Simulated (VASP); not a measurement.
Set up this calculation in VASP 6.6.1, as the native input.

* Task: single point
* Functional: r2SCAN
* Potentials or basis: VASP PAW PBE potentials, release 64 (Re)
* Cutoff: 520 eV
* k mesh: 21 × 21 × 12
* Occupations: fermi-dirac, width 0.1 eV
* Spin: no spin polarisation
* Dipole correction: no
* Further INCAR settings: ALGO = Normal; EDIFF = 1e-06; NBANDS = 14

The system is Re.

```xyz
2
Lattice="2.7598 0.0000 0.0000 -1.3799 2.3901 0.0000 0.0000 0.0000 4.4572" Properties=species:S:1:pos:R:3 pbc="T T T"
Re    0.0000    1.5934    1.1143
Re    1.3799    0.7967    3.3429
```

These files were run (other wordings do the same):

POSCAR

```
Re
1.0
    2.7598270424      0.0000000000      0.0000000000
   -1.3799135212      2.3900803288      0.0000000000
    0.0000000000      0.0000000000      4.4572270933
Re
2
Direct
    0.3333333333      0.6666666667      0.2500000000
    0.6666666667      0.3333333333      0.7500000000
```

INCAR.step1

```
PREC = Accurate
ENCUT = 520
ISMEAR = -1
SIGMA = 0.1
LREAL = F
LASPH = T
NELM = 60
NBANDS = 14
GGA = PE
ALGO = Normal
EDIFF = 1E-4
LWAVE = T
LCHARG = F
```

INCAR.step2

```
PREC = Accurate
ENCUT = 520
EDIFF = 1E-6
ISMEAR = -1
SIGMA = 0.1
LREAL = F
LASPH = T
NELM = 60
ALGO = Normal
ISIF = 2
LWAVE = F
LCHARG = F
METAGGA = R2SCAN
LMIXTAU = T
NBANDS = 14
ISTART = 1
```

KPOINTS

```
Automatic mesh
0
Gamma
  21 21 12
```

Potentials or basis: VASP PAW PBE potentials, release 64 (Re).

Command:

```console
$ cat potpaw_PBE.64/Re/POTCAR > POTCAR
$ cp INCAR.step1 INCAR
$ mpirun -np 1 vasp_std > vasp.out
$ cp INCAR.step2 INCAR
$ mpirun -np 1 vasp_std > vasp.out
```

It gave:

```
Pressure               : 0.1 GPa
Band gap on the k mesh : zero (bands 7 and 8 overlap by 3.29 eV)
```

Caveat: the PAW data sets were made with another functional, which shifts forces and pressure a little; spin-orbit coupling is left out, which moves the levels of the heavy elements.

Wall time 9.7 min on 1 thread of Intel Xeon 8259CL, on a shared host, peak memory 0.26 GiB.
